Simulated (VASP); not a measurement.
# CdTe (Fm-3m) in VASP: further runs, part 2 of 3

VASP 6.6.1.

### 3 Single point, LDA

This run uses another cell than the first one, of 28.05 Å³/atom, 1.040 times its volume.

Input file INCAR:

```
SYSTEM = CdTe
PREC = Accurate
ENCUT = 500
EDIFF = 1E-6
ISMEAR = 0
SIGMA = 0.05
LREAL = .False.
LASPH = .True.
NELM = 120
ALGO = Normal
ISIF = 2
LWAVE = .False.
LCHARG = .True.
LELF = .True.
LVHAR = .True.
NBANDS = 16
GGA_COMPAT = .False.
```

Input file KPOINTS:

```
Automatic mesh
0
Gamma
  6 6 6
  0 0 0
```

Input file POSCAR:

```
CdTe
1.0
    0.0000000000      3.0383793764      3.0383793764
    3.0383793764      0.0000000000      3.0383793764
    3.0383793764      3.0383793764      0.0000000000
Cd Te
1 1
Direct
    0.5000000000      0.5000000000      0.5000000000
    0.0000000000      0.0000000000      0.0000000000
```

Potentials or basis: VASP PAW LDA potentials, release 64 (Cd, Te).

Started as:

```bash
cat potpaw_LDA.64/Cd/POTCAR potpaw_LDA.64/Te/POTCAR > POTCAR
mpirun -np 1 vasp_std > vasp.out
```

OUTCAR:

```text
SYSTEM = CdTe
   PREC = Accurate
   ENCUT = 500
   EDIFF = 1E-6
   ISMEAR = 0
   LREAL = .False.
   LASPH = .True.
   NELM = 120
   ISIF = 2

 ion  position               nearest neighbor table
   1  0.500  0.500  0.500-   2 3.04   2 3.04   2 3.04   2 3.04   2 3.04   2 3.04
   2  0.000  0.000  0.000-   1 3.04   1 3.04   1 3.04   1 3.04   1 3.04   1 3.04

  LATTYP: Found a face centered cubic cell.
 ALAT       =     6.0767587528

  Lattice vectors:

 A1 = (   0.0000000000,   3.0383793764,   3.0383793764)
 A2 = (   3.0383793764,   0.0000000000,   3.0383793764)
 A3 = (   3.0383793764,   3.0383793764,   0.0000000000)

Analysis of symmetry for initial positions (statically):
=====================================================================
 Subroutine PRICEL returns:
 Original cell was already a primitive cell.

 Routine SETGRP: Setting up the symmetry group for a
 face centered cubic supercell.

 Subroutine GETGRP returns: Found 48 space group operations
 (whereof 48 operations were pure point group operations)
 out of a pool of 48 trial point group operations.

The static configuration has the point symmetry O_h .

Analysis of symmetry for dynamics (positions and initial velocities):
=====================================================================
 Subroutine PRICEL returns:
 Original cell was already a primitive cell.

 Routine SETGRP: Setting up the symmetry group for a
 face centered cubic supercell.

 Subroutine GETGRP returns: Found 48 space group operations
 (whereof 48 operations were pure point group operations)
 out of a pool of 48 trial point group operations.

The dynamic configuration has the point symmetry O_h .

 Subroutine INISYM returns: Found 48 space group operations
 (whereof 48 operations are pure point group operations),
 and found     1 'primitive' translations

----------------------------------------------------------------------------------------

                                     Primitive cell

  volume of cell :      56.0991
[... 99 lines left out ...]
     AMIX     =   0.40;   BMIX     =  1.00
     AMIX_MAG =   1.60;   BMIX_MAG =  1.00
  volume/ion in A,a.u.               =      28.05       189.29
  Fermi-wavevector in a.u.,A,eV,Ry     =   1.120763  2.117934 17.090401  1.256109
  Thomas-Fermi vector in A             =   2.257411
   LORBIT       =      0    0 simple, 1 ext, 2 COOP (PROOUT), +10 PAW based schemes
   GGA     = CA    functional components
   LHFCALC =     F    Hartree Fock is set to
   AEXX    =    0.0000 exact exchange contribution
   IVDW    =     0    specifies the selected vdW correction
   LEPSILON=     F    determine dielectric tensor
   LRPA    =     F    only Hartree local field effects (RPA)
 non-spin polarized calculation
 Gauss-broadening in eV      SIGMA  =   0.05
  energy-cutoff  :      500.00
  volume of cell :       56.10
 maximum number of plane-waves:      1458
   NGX = 15   NGY = 15   NGZ = 15

 number of electron      18.0000000 magnetization

 Free energy of the ion-electron system (eV)
  ---------------------------------------------------
  ext. energy  EPLUGINS =         0.00000000
  ---------------------------------------------------
  free energy    TOTEN  =        -5.75380710 eV

  energy without entropy =       -5.75171796  energy(sigma->0) =       -5.75276253

 E-fermi :   3.9567     XC(G=0): -10.0595

 val. band max:        3.8974176461   @ k =   0.5000   0.0000   0.0000
 cond. band min:       3.9879977558   @ k =  -0.1667   0.1667   0.0000
 fundamental gap:      0.0905801097
 Fermi energy:         3.9567470980

 k-point     1 :       0.0000    0.0000    0.0000
  band No.  band energies     occupation
      1      -7.8091      2.00000
      2      -4.4125      2.00000
      3      -4.4125      2.00000
      4      -4.3695      2.00000
      5      -4.3695      2.00000
      6      -4.3695      2.00000
[... 281 lines left out ...]
      3      -4.4041      2.00000
      4      -4.3060      2.00000
      5      -4.2397      2.00000
      6      -3.6877      2.00000
[... 8 lines left out ...]
     15      15.1402      0.00000
     16      16.9044      0.00000

------------------------ aborting loop because EDIFF is reached ----------------------------------------

  FORCE on cell =-STRESS in cart. coord.  units (eV):
  Direction    XX          YY          ZZ          XY          YZ          ZX
  --------------------------------------------------------------------------------------
  -------------------------------------------------------------------------------------
  Total       -1.1953549     -1.1953549     -1.1953549     -0.0000000      0.0000000     -0.0000000
  in kB      -34.1390525    -34.1390525    -34.1390525     -0.0000000      0.0000000     -0.0000000
  external PRESSURE =     -34.1390525 kB  Pullay stress =       0.0000000 kB

 VOLUME and BASIS-vectors are now :
 -----------------------------------------------------------------------------
  energy-cutoff  :      500.00
  volume of cell :       56.10
      direct lattice vectors                 reciprocal lattice vectors
     0.000000000  3.038379376  3.038379376    -0.164561412  0.164561412  0.164561412
     3.038379376  0.000000000  3.038379376     0.164561412 -0.164561412  0.164561412
     3.038379376  3.038379376  0.000000000     0.164561412  0.164561412 -0.164561412

 POSITION                                       TOTAL-FORCE (eV/Angst)
 -----------------------------------------------------------------------------------
      3.03838      3.03838      3.03838        -0.000000     -0.000000      0.000000
      0.00000      0.00000      0.00000         0.000000      0.000000     -0.000000
 -----------------------------------------------------------------------------------
    total drift:                               -0.000000     -0.000000      0.000000

  FREE ENERGIE OF THE ION-ELECTRON SYSTEM (eV)
  ---------------------------------------------------
  free  energy   TOTEN  =        -5.7538071025 eV

  energy  without entropy=       -5.7517179619  energy(sigma->0) =       -5.75276253
```

stdout:

```text
POSCAR found type information on POSCAR CdTe
 POSCAR found :  2 types and       2 ions
 scaLAPACK will be used
 LDA part: xc-table for (Slater(with rela. corr.)+CA(PZ))
 , standard interpolation
 POSCAR, INCAR and KPOINTS ok, starting setup
 FFT: planning ... GRIDC
 FFT: planning ... GRID_SOFT
 FFT: planning ... GRID
 WAVECAR not read
 entering main loop
```

Run time: 13 s. Hardware: 1 thread of Intel Xeon 6975P-C, shared host; peak memory 0.16 GiB.

Results:

| Quantity | Value |
| --- | --- |
| Free energy | -5.7538 eV |
| Pressure | -3.4 GPa |
| Band gap on the k mesh | zero (band 9 reaches 3.99 eV, above the bottom of band 10 at 2.47 eV) |

Levels at points of the mesh, in eV from the Fermi level:
| k point | band 7 | band 8 | band 9 | band 10 | band 11 | band 12 |
| --- | --- | --- | --- | --- | --- | --- |
| (0.00, 0.00, 0.00) | -0.52 | -0.52 | -0.52 | 0.16 | 7.07 | 7.07 |
| (0.50, 0.00, 0.00) | -5.33 | -0.06 | -0.06 | 2.58 | 3.85 | 3.85 |
| (0.50, 0.50, 0.00) | -4.24 | -2.17 | -2.17 | -1.49 | 4.18 | 9.06 |

Caveat: spin-orbit coupling is left out, which moves the levels of the heavy elements.

### 4 Single point, RPBE+D4

This run uses another cell than the first one, of 28.32 Å³/atom, 1.050 times its volume.

Input file INCAR:

```
PREC = Accurate ; ENCUT = 500
EDIFF = 1E-6 ; ISMEAR = 0
SIGMA = 0.05 ; LREAL = False
LASPH = True ; NELM = 120
ALGO = Normal ; ISIF = 2
LWAVE = False ; LCHARG = True
GGA = RP ; IVDW = 13
LELF = True ; LVHAR = True
NBANDS = 16 ; GGA_COMPAT = False
```

Input file KPOINTS:

```
regular mesh
0
Gamma
  6 6 6
```

Input file POSCAR:

```
CdTe
1.0
    0.0000000000      3.0480811443      3.0480811443
    3.0480811443      0.0000000000      3.0480811443
    3.0480811443      3.0480811443      0.0000000000
Cd Te
1 1
Direct
    0.5000000000      0.5000000000      0.5000000000
    0.0000000000      0.0000000000      0.0000000000
```

Potentials or basis: VASP PAW PBE potentials, release 64 (Cd, Te).

Started as:

```bash
cat potpaw_PBE.64/Cd/POTCAR potpaw_PBE.64/Te/POTCAR > POTCAR
mpirun -np 1 vasp_std > vasp.out
```

OUTCAR:

```text
PREC = Accurate
   ENCUT = 500
   EDIFF = 1E-6
   ISMEAR = 0
   LREAL = False
   LASPH = True
   NELM = 120
   ISIF = 2
   GGA = RP
   IVDW = 13

 ion  position               nearest neighbor table
   1  0.500  0.500  0.500-   2 3.05   2 3.05   2 3.05   2 3.05   2 3.05   2 3.05
   2  0.000  0.000  0.000-   1 3.05   1 3.05   1 3.05   1 3.05   1 3.05   1 3.05

  LATTYP: Found a face centered cubic cell.
 ALAT       =     6.0961622886

  Lattice vectors:

 A1 = (   0.0000000000,   3.0480811443,   3.0480811443)
 A2 = (   3.0480811443,   0.0000000000,   3.0480811443)
 A3 = (   3.0480811443,   3.0480811443,   0.0000000000)

Analysis of symmetry for initial positions (statically):
=====================================================================
 Subroutine PRICEL returns:
 Original cell was already a primitive cell.

 Routine SETGRP: Setting up the symmetry group for a
 face centered cubic supercell.

 Subroutine GETGRP returns: Found 48 space group operations
 (whereof 48 operations were pure point group operations)
 out of a pool of 48 trial point group operations.

The static configuration has the point symmetry O_h .

Analysis of symmetry for dynamics (positions and initial velocities):
=====================================================================
 Subroutine PRICEL returns:
 Original cell was already a primitive cell.

 Routine SETGRP: Setting up the symmetry group for a
 face centered cubic supercell.

 Subroutine GETGRP returns: Found 48 space group operations
 (whereof 48 operations were pure point group operations)
 out of a pool of 48 trial point group operations.

The dynamic configuration has the point symmetry O_h .

 Subroutine INISYM returns: Found 48 space group operations
 (whereof 48 operations are pure point group operations),
 and found     1 'primitive' translations

----------------------------------------------------------------------------------------

                                     Primitive cell

  volume of cell :      56.6382

  direct lattice vectors                    reciprocal lattice vectors
     0.000000000  3.048081144  3.048081144    -0.164037628  0.164037628  0.164037628
     3.048081144  0.000000000  3.048081144     0.164037628 -0.164037628  0.164037628
     3.048081144  3.048081144  0.000000000     0.164037628  0.164037628 -0.164037628

  length of vectors
     4.310637693  4.310637693  4.310637693     0.284121506  0.284121506  0.284121506

  position of ions in fractional coordinates (direct lattice)
     0.500000000  0.500000000  0.500000000
     0.000000000  0.000000000  0.000000000

  ion indices of the primitive-cell ions
   primitive index   ion index
                 1           1
                 2           2

----------------------------------------------------------------------------------------

 KPOINTS: regular mesh

Automatic generation of k-mesh.
 Grid dimensions read from file:
 generate k-points for:    6    6    6

 Generating k-lattice:

  Cartesian coordinates                     Fractional coordinates (reciprocal lattice)
    -0.027339605  0.027339605  0.027339605     0.166666667  0.000000000  0.000000000
     0.027339605 -0.027339605  0.027339605     0.000000000  0.166666667  0.000000000
     0.027339605  0.027339605 -0.027339605     0.000000000  0.000000000  0.166666667

  Length of vectors
     0.047353584  0.047353584  0.047353584

  Shift w.r.t. Gamma in fractional coordinates (k-lattice)
     0.000000000  0.000000000  0.000000000

 Subroutine IBZKPT returns following result:
 ===========================================

 Found     16 irreducible k-points:

 Following reciprocal coordinates:
            Coordinates               Weight
  0.000000  0.000000  0.000000      1.000000
  0.166667  0.000000  0.000000      8.000000
  0.333333  0.000000  0.000000      8.000000
  0.500000  0.000000  0.000000      4.000000
  0.166667  0.166667  0.000000      6.000000
  0.333333  0.166667  0.000000     24.000000
[... 8 lines left out ...]
 -0.333333  0.333333  0.166667     24.000000
 -0.333333  0.500000  0.166667     12.000000
   k-points           NKPTS =     16   k-points in BZ     NKDIM =     16   number of bands    NBANDS=     16
   number of dos      NEDOS =    301   number of ions     NIONS =      2
   total plane-waves  NPLWV =  32768
   dimension x,y,z NGX =    32 NGY =   32 NGZ =   32
   dimension x,y,z NGXF=    64 NGYF=   64 NGZF=   64
   ions per type =               1   1
   NGX,Y,Z   is equivalent  to a cutoff of  12.34, 12.34, 12.34 a.u.
   NGXF,Y,Z  is equivalent  to a cutoff of  24.68, 24.68, 24.68 a.u.
 SYSTEM =  unknown system
   PREC   = accura    normal or accurate (medium, high low for compatibility)
   ISTART =      0    job   : 0-new  1-cont  2-samecut
   ICHARG =      2    charge: 1-file 2-atom 10-const
   ISPIN  =      1    spin polarized calculation?
   LNONCOLLINEAR =      F non collinear calculations
   LSORBIT =      F    spin-orbit coupling
   LASPH  =      T    aspherical Exc in radial PAW
   ENCUT  =  500.0 eV  36.75 Ry    6.06 a.u.   7.86  7.86  7.86*2*pi/ulx,y,z
   NELM   =    120;   NELMIN=  2; NELMDL= -5     # of ELM steps
   EDIFF  = 0.1E-05   stopping-criterion for ELM
   LREAL  =      F    real-space projection
   EDIFFG = 0.1E-04   stopping-criterion for IOM
   NSW    =      0    number of steps for IOM
   IBRION =     -1    ionic relax: 0-MD 1-quasi-New 2-CG
   NFREE  =      0    steps in history (QN), initial steepest desc. (CG)
   ISIF   =      2    stress and relaxation
   ISYM   =      2    0-nonsym 1-usesym 2-fastsym
   POTIM  = 0.5000    time-step for ionic-motion
   TEBEG  =    0.0;   TEEND  =   0.0 temperature during run
   PSTRESS=    0.0 pullay stress
   NELECT =      18.0000    total number of electrons
   NUPDOWN=      -1.0000    fix difference up-down
   EMIN   =  10.00;   EMAX   =-10.00  energy-range for DOS
   EFERMI =   0.00;   METHOD = LEGACY
   ISMEAR =     0;   SIGMA  =   0.05  broadening in eV -4-tet -1-fermi 0-gaus
   EFERMI_NEDOS =   21; number of points for ismear=-14 and -15
   IALGO  =     38    algorithm
   IMIX   =      4    mixing-type and parameters
     AMIX     =   0.40;   BMIX     =  1.00
     AMIX_MAG =   1.60;   BMIX_MAG =  1.00
  volume/ion in A,a.u.               =      28.32       191.11
  Fermi-wavevector in a.u.,A,eV,Ry     =   1.117195  2.111193 16.981780  1.248126
  Thomas-Fermi vector in A             =   2.253816
   LORBIT       =      0    0 simple, 1 ext, 2 COOP (PROOUT), +10 PAW based schemes
   GGA     = RP    functional components
   LHFCALC =     F    Hartree Fock is set to
   AEXX    =    0.0000 exact exchange contribution
   IVDW    =    13    specifies the selected vdW correction
   LEPSILON=     F    determine dielectric tensor
   LRPA    =     F    only Hartree local field effects (RPA)
 non-spin polarized calculation
 Gauss-broadening in eV      SIGMA  =   0.05
  energy-cutoff  :      500.00
  volume of cell :       56.64
 maximum number of plane-waves:      1459
   NGX = 15   NGY = 15   NGZ = 15

 number of electron      18.0000003 magnetization

 Free energy of the ion-electron system (eV)
  ---------------------------------------------------
  ext. energy  EPLUGINS =         0.00000000
  ---------------------------------------------------
  free energy    TOTEN  =        -3.68617189 eV

  energy without entropy =       -3.68410947  energy(sigma->0) =       -3.68514068

 E-fermi :   4.1952     XC(G=0):  -9.6080

 val. band max:        4.1825653474   @ k =  -0.1667   0.1667   0.0000
 cond. band min:       4.2222318310   @ k =   0.3333   0.3333   0.0000
 fundamental gap:      0.0396664837
 Fermi energy:         4.1951869846

 k-point     1 :       0.0000    0.0000    0.0000
  band No.  band energies     occupation
      1      -7.4582      2.00000
      2      -4.2805      2.00000
      3      -4.2805      2.00000
      4      -4.2433      2.00000
      5      -4.2433      2.00000
      6      -4.2433      2.00000
[... 8 lines left out ...]
     15      11.9019      0.00000
     16      11.9019      0.00000
[... 267 lines left out ...]
 k-point    16 :      -0.3333    0.5000    0.1667
  band No.  band energies     occupation
      1      -6.5379      2.00000
      2      -4.3111      2.00000
      3      -4.2733      2.00000
      4      -4.1827      2.00000
      5      -4.1226      2.00000
      6      -3.5451      2.00000
[... 8 lines left out ...]
     15      15.4399      0.00000
     16      17.1364      0.00000

------------------------ aborting loop because EDIFF is reached ----------------------------------------

  DFT-D4 for vdW energy calculation

  Edisp (eV):   -1.64538

  FORCE on cell =-STRESS in cart. coord.  units (eV):
  Direction    XX          YY          ZZ          XY          YZ          ZX
  --------------------------------------------------------------------------------------
  -------------------------------------------------------------------------------------
  Total      -0.73724    -0.73724    -0.73724     0.00000     0.00000     0.00000
  in kB     -20.85497   -20.85497   -20.85497     0.00000     0.00000     0.00000
  external pressure =      -20.85 kB  Pullay stress =        0.00 kB

 VOLUME and BASIS-vectors are now :
 -----------------------------------------------------------------------------
  energy-cutoff  :      500.00
  volume of cell :       56.64
      direct lattice vectors                 reciprocal lattice vectors
     0.000000000  3.048081144  3.048081144    -0.164037628  0.164037628  0.164037628
     3.048081144  0.000000000  3.048081144     0.164037628 -0.164037628  0.164037628
     3.048081144  3.048081144  0.000000000     0.164037628  0.164037628 -0.164037628

 POSITION                                       TOTAL-FORCE (eV/Angst)
 -----------------------------------------------------------------------------------
      3.04808      3.04808      3.04808        -0.000000     -0.000000     -0.000000
      0.00000      0.00000      0.00000         0.000000      0.000000      0.000000
 -----------------------------------------------------------------------------------
    total drift:                               -0.000000     -0.000000      0.000000

  FREE ENERGIE OF THE ION-ELECTRON SYSTEM (eV)
  ---------------------------------------------------
  free  energy   TOTEN  =        -5.3315559577 eV

  energy  without entropy=       -5.3294935401  energy(sigma->0) =       -5.33052475
```

Wall time 14 s (1 thread of Intel Xeon 6975P-C, shared host); peak memory 0.18 GiB.

What came out:

```yaml
Free_energy: -5.3316 eV
Pressure: -2.1 GPa
Band_gap_on_the_k_mesh: zero (band 9 reaches 4.18 eV, above the bottom of band 10 at 2.89 eV)
Dispersion_energy_per_atom: -0.823 eV
```

Caveat: the PAW data sets were made with another functional, which shifts forces and pressure a little; spin-orbit coupling is left out, which moves the levels of the heavy elements; pairwise dispersion overbinds metals, which lowers pressure and volume.

(Part 2 of 3 ends here.)
